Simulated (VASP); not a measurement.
# Bi2Se3 (R-3m) in VASP: settings compared

The runs below take Bi2Se3 through single point, with PBEsol+D3(BJ), PBEsol+D4, BLYP+D3(BJ).

Everything below comes from runs of VASP 6.6.1. Logs are shortened: lines on timing, memory, paths and dates and some standing lists are left out, and cuts for length are marked.

## 1. The cell of the first run

It takes space group R-3m (No. 166, trigonal). Conventional cell: a = 4.082 Å, b = 4.082 Å, c = 27.653 Å, α = 90.00°, β = 90.00°, γ = 120.00°. Within 3.7 Å of Bi (site symmetry 3m) lie 6 Se at 2.84 to 3.02 Å. Within 3.7 Å of Se (site symmetry 3m) lie 3 Bi at 2.84 Å and 3 Se at 3.27 Å. Within 4.2 Å of Se (site symmetry -3m) lie 6 Bi at 3.02 Å and 12 Se at 4.08 to 4.20 Å.

## 2. Single point, PBEsol+D3(BJ)

INCAR

```
PREC = Accurate
ENCUT = 520
EDIFF = 1E-7
ISMEAR = -1
SIGMA = 0.05
LREAL = False
LASPH = True
NELM = 100
ALGO = Normal
ISIF = 2
LWAVE = False
LCHARG = True
GGA = PS
IVDW = 12
LELF = True
LVHAR = True
NBANDS = 32
```

KPOINTS

```
regular mesh
0
Gamma
  8 8 8
```

POSCAR

```
Bi2Se3
1.0
    2.0408289412      1.1782731385      9.2177679332
   -2.0408289412      1.1782731385      9.2177679332
    0.0000000000     -2.3565462771      9.2177679332
Bi Se
2 3
Direct
    0.5981270109      0.5981270109      0.5981270109
    0.4018729891      0.4018729891      0.4018729891
    0.7922246575      0.7922246575      0.7922246575
    0.2077753425      0.2077753425      0.2077753425
    0.0000000000      0.0000000000      0.0000000000
```

Potentials or basis: VASP PAW PBE potentials, release 64 (Bi_d, Se).

Command:

```bash
> cat potpaw_PBE.64/Bi_d/POTCAR potpaw_PBE.64/Se/POTCAR > POTCAR
> mpirun -np 1 vasp_std > vasp.out
```

OUTCAR:

```text
PREC = Accurate
   ENCUT = 520
   EDIFF = 1E-7
   ISMEAR = -1
   LREAL = False
   LASPH = True
   NELM = 100
   ISIF = 2
   GGA = PS
   IVDW = 12
 IVDW          = 12

 ion  position               nearest neighbor table
   1  0.598  0.598  0.598-   4 2.84   4 2.84   4 2.84   5 3.02   5 3.02   5 3.02
   2  0.402  0.402  0.402-   3 2.84   3 2.84   3 2.84   5 3.02   5 3.02   5 3.02
   3  0.792  0.792  0.792-   2 2.84   2 2.84   2 2.84
   4  0.208  0.208  0.208-   1 2.84   1 2.84   1 2.84
   5  0.000  0.000  0.000-   1 3.02   2 3.02   1 3.02   1 3.02   2 3.02   2 3.02

  LATTYP: Found a trigonal (rhomboedric) cell.
 ALAT       =     9.5142291346
 COS(alpha) =     0.9079770839

  Lattice vectors:

 A1 = (   2.0408289412,   1.1782731385,   9.2177679332)
 A2 = (  -2.0408289412,   1.1782731385,   9.2177679332)
 A3 = (   0.0000000000,  -2.3565462771,   9.2177679332)

Analysis of symmetry for initial positions (statically):
=====================================================================
 Subroutine PRICEL returns:
 Original cell was already a primitive cell.

 Routine SETGRP: Setting up the symmetry group for a
 trigonal (rhombohedral) supercell.

 Subroutine GETGRP returns: Found 12 space group operations
 (whereof 12 operations were pure point group operations)
 out of a pool of 12 trial point group operations.

The static configuration has the point symmetry D_3d.

Analysis of symmetry for dynamics (positions and initial velocities):
=====================================================================
 Subroutine PRICEL returns:
 Original cell was already a primitive cell.

 Routine SETGRP: Setting up the symmetry group for a
 trigonal (rhombohedral) supercell.

 Subroutine GETGRP returns: Found 12 space group operations
 (whereof 12 operations were pure point group operations)
 out of a pool of 12 trial point group operations.

The dynamic configuration has the point symmetry D_3d.

 Subroutine INISYM returns: Found 12 space group operations
 (whereof 12 operations are pure point group operations),
 and found     1 'primitive' translations

----------------------------------------------------------------------------------------

                                     Primitive cell

[... 93 lines left out ...]
   LASPH  =      T    aspherical Exc in radial PAW
   ENCUT  =  520.0 eV  38.22 Ry    6.18 a.u.  17.69 17.69 17.69*2*pi/ulx,y,z
   NELM   =    100;   NELMIN=  2; NELMDL= -5     # of ELM steps
   EDIFF  = 0.1E-06   stopping-criterion for ELM
   LREAL  =      F    real-space projection
   EDIFFG = 0.1E-05   stopping-criterion for IOM
   NSW    =      0    number of steps for IOM
   IBRION =     -1    ionic relax: 0-MD 1-quasi-New 2-CG
   NFREE  =      0    steps in history (QN), initial steepest desc. (CG)
   ISIF   =      2    stress and relaxation
   ISYM   =      2    0-nonsym 1-usesym 2-fastsym
   POTIM  = 0.5000    time-step for ionic-motion
   TEBEG  =    0.0;   TEEND  =   0.0 temperature during run
   PSTRESS=    0.0 pullay stress
   NELECT =      48.0000    total number of electrons
   NUPDOWN=      -1.0000    fix difference up-down
   EMIN   =  10.00;   EMAX   =-10.00  energy-range for DOS
   EFERMI =   0.00;   METHOD = LEGACY
   ISMEAR =    -1;   SIGMA  =   0.05  broadening in eV -4-tet -1-fermi 0-gaus
   EFERMI_NEDOS =   21; number of points for ismear=-14 and -15
   IALGO  =     38    algorithm
   IMIX   =      4    mixing-type and parameters
     AMIX     =   0.40;   BMIX     =  1.00
     AMIX_MAG =   1.60;   BMIX_MAG =  1.00
  volume/ion in A,a.u.               =      26.60       179.50
  Fermi-wavevector in a.u.,A,eV,Ry     =   1.165589  2.202643 18.484839  1.358597
  Thomas-Fermi vector in A             =   2.302113
   LORBIT       =      0    0 simple, 1 ext, 2 COOP (PROOUT), +10 PAW based schemes
   GGA     = PS    functional components
   LHFCALC =     F    Hartree Fock is set to
   AEXX    =    0.0000 exact exchange contribution
   IVDW    =    12    specifies the selected vdW correction
   LEPSILON=     F    determine dielectric tensor
   LRPA    =     F    only Hartree local field effects (RPA)
 non-spin polarized calculation
  energy-cutoff  :      520.00
  volume of cell :      132.99
 maximum number of plane-waves:      3611
   NGX = 35   NGY = 35   NGZ = 35

 number of electron      48.0000002 magnetization

 Free energy of the ion-electron system (eV)
  ---------------------------------------------------
  ext. energy  EPLUGINS =         0.00000000
  ---------------------------------------------------
  free energy    TOTEN  =       -21.99775351 eV

  energy without entropy =      -21.99741472  energy(sigma->0) =      -21.99758411

 E-fermi :   5.7459     XC(G=0): -10.0089

 val. band max:        5.7252128669   @ k =   0.0000   0.0000   0.0000
 cond. band min:       5.7611830268   @ k =   0.0000   0.0000   0.0000
 fundamental gap:      0.0359701600
 Fermi energy:         5.7458646984

 k-point     1 :       0.0000    0.0000    0.0000
  band No.  band energies     occupation
      1     -17.4729      2.00000
      2     -17.4729      2.00000
      3     -17.4704      2.00000
      4     -17.4704      2.00000
      5     -17.4587      2.00000
      6     -17.4553      2.00000
[... 829 lines left out ...]
     31       9.9893      0.00000
     32      11.7273      0.00000

 [... further k-points ...]

------------------------ aborting loop because EDIFF is reached ----------------------------------------

 Edisp (eV)   -2.00633

 E8    (eV) :    -1.3526

  FORCE on cell =-STRESS in cart. coord.  units (eV):
  Direction    XX          YY          ZZ          XY          YZ          ZX
  --------------------------------------------------------------------------------------
  -------------------------------------------------------------------------------------
  Total       0.05565     0.05565     0.05895     0.00000    -0.00000     0.00000
  in kB       0.67043     0.67043     0.71013     0.00000    -0.00000     0.00000
  external pressure =        0.68 kB  Pullay stress =        0.00 kB

 VOLUME and BASIS-vectors are now :
 -----------------------------------------------------------------------------
  energy-cutoff  :      520.00
  volume of cell :      132.99
      direct lattice vectors                 reciprocal lattice vectors
     2.040828941  1.178273139  9.217767933     0.244998486  0.141449942  0.036162044
    -2.040828941  1.178273139  9.217767933    -0.244998486  0.141449942  0.036162044
     0.000000000 -2.356546277  9.217767933     0.000000000 -0.282899883  0.036162044

 POSITION                                       TOTAL-FORCE (eV/Angst)
 -----------------------------------------------------------------------------------
      0.00000     -0.00000     16.54019         0.000000     -0.000000      0.012952
      0.00000     -0.00000     11.11312         0.000000      0.000000     -0.012952
      0.00000     -0.00000     21.90763         0.000000     -0.000000      0.018133
      0.00000     -0.00000      5.74567         0.000000      0.000000     -0.018133
      0.00000      0.00000      0.00000        -0.000000      0.000000      0.000000
 -----------------------------------------------------------------------------------
    total drift:                                0.000000      0.000000     -0.000000

  FREE ENERGIE OF THE ION-ELECTRON SYSTEM (eV)
  ---------------------------------------------------
  free  energy   TOTEN  =       -24.0040790099 eV

  energy  without entropy=      -24.0037402215  energy(sigma->0) =      -24.00390962
```

OSZICAR:

```text
N       E                     dE             d eps       ncg     rms          rms(c)
DAV:   1     0.473198651454E+03    0.47320E+03   -0.23055E+04  4160   0.158E+03
DAV:   2     0.333059019422E+02   -0.43989E+03   -0.42164E+03  4224   0.421E+02
DAV:   3    -0.202659566152E+02   -0.53572E+02   -0.50770E+02  5472   0.151E+02
DAV:   4    -0.225675166173E+02   -0.23016E+01   -0.22868E+01  4704   0.323E+01
DAV:   5    -0.226485352950E+02   -0.81019E-01   -0.81000E-01  5824   0.635E+00    0.536E+00
DAV:   6    -0.220036274260E+02    0.64491E+00   -0.82476E-01  5784   0.687E+00    0.338E+00
DAV:   7    -0.219968377673E+02    0.67897E-02   -0.28945E-01  4680   0.234E+00    0.170E+00
DAV:   8    -0.219981786511E+02   -0.13409E-02   -0.42985E-02  5168   0.104E+00    0.512E-01
DAV:   9    -0.219976445783E+02    0.53407E-03   -0.18642E-03  5120   0.410E-01    0.115E-01
DAV:  10    -0.219977322723E+02   -0.87694E-04   -0.11191E-03  4656   0.160E-01    0.490E-02
DAV:  11    -0.219977428335E+02   -0.10561E-04   -0.93275E-05  5008   0.588E-02    0.283E-02
DAV:  12    -0.219977532774E+02   -0.10444E-04   -0.27367E-05  5064   0.250E-02    0.563E-03
DAV:  13    -0.219977535560E+02   -0.27864E-06   -0.24939E-06  5584   0.128E-02    0.295E-03
DAV:  14    -0.219977535085E+02    0.47562E-07   -0.34621E-07  4232   0.327E-03
   1 F= -.24004079E+02 E0= -.24003910E+02  d E =-.338788E-03
```

Run time: 11 min. Hardware: 1 thread of Intel Xeon 6975P-C (Granite Rapids), shared host; peak memory 0.81 GiB.

What came out:

* Free energy: -24.0041 eV
* Pressure: 0.1 GPa
* Largest force: 0.018 eV/Å
* Band gap on the k mesh: 0.04 eV
* Dispersion energy per atom: -0.401 eV

Forces in eV/Å, atoms in the order of the input:
```
Bi   0.000  0.000  0.013
Bi   0.000  0.000 -0.013
Se   0.000  0.000  0.018
Se   0.000  0.000 -0.018
Se   0.000  0.000  0.000
```

Caveat: the PAW data sets were made with another functional, which shifts forces and pressure a little; spin-orbit coupling is left out, which moves the levels of the heavy elements.

## 3. Single point, PBEsol+D4

This run uses another cell than the first one, of 27.12 Å³/atom.

INCAR

```
PREC = Accurate ; ENCUT = 520
EDIFF = 1E-6 ; ISMEAR = -1
SIGMA = 0.05 ; LREAL = F
LASPH = T ; NELM = 100
ALGO = Normal ; ISIF = 2
LWAVE = F ; LCHARG = T
GGA = PS ; IVDW = 13
LELF = T ; LVHAR = T
NBANDS = 32
```

KPOINTS is that of step 2.

POSCAR

```
Bi2Se3
1.0
    2.0498416809      1.1834766462      9.3155875028
   -2.0498416809      1.1834766462      9.3155875028
    0.0000000000     -2.3669532925      9.3155875028
Bi Se
2 3
Direct
    0.5985766663      0.5985766663      0.5985766663
    0.4014233337      0.4014233337      0.4014233337
    0.7910795468      0.7910795468      0.7910795468
    0.2089204532      0.2089204532      0.2089204532
    0.0000000000      0.0000000000      0.0000000000
```

Potentials or basis: VASP PAW PBE potentials, release 64 (Bi_d, Se).

Command:

```bash
> cat potpaw_PBE.64/Bi_d/POTCAR potpaw_PBE.64/Se/POTCAR > POTCAR
> mpirun -np 1 vasp_std > vasp.out
```

It took 12 min on 1 thread of Intel Xeon 6975P-C (Granite Rapids), shared host; peak memory 0.83 GiB.

Results (log left out):

| Quantity | Value |
| --- | --- |
| Free energy | -23.3487 eV |
| Pressure | 0.1 GPa |
| Largest force | 0.021 eV/Å |
| Band gap on the k mesh | 0.01 eV |
| Dispersion energy per atom | -0.264 eV |

Forces on the atoms (eV/Å):
```
Bi   0.000  0.000  0.011
Bi   0.000  0.000 -0.011
Se   0.000  0.000  0.021
Se   0.000  0.000 -0.021
Se   0.000  0.000  0.000
```

Levels at points of the mesh, in eV from the valence-band top:
```csv
k point,band 22,band 23,band 24,band 25,band 26,band 27
"(0.00, 0.00, 0.00)",-1.36,-1.36,0.00,0.01,1.15,1.15
"(0.50, 0.00, 0.00)",-2.59,-1.37,-0.58,0.60,1.59,2.82
"(0.50, 0.50, 0.00)",-2.07,-1.98,-1.07,1.10,1.80,2.48
"(0.50, 0.50, 0.50)",-1.65,-1.65,-0.67,0.66,1.57,1.57
```

Caveat: the PAW data sets were made with another functional, which shifts forces and pressure a little; spin-orbit coupling is left out, which moves the levels of the heavy elements. A k mesh can miss the band edges.

(Part 1 of 2 ends here.)
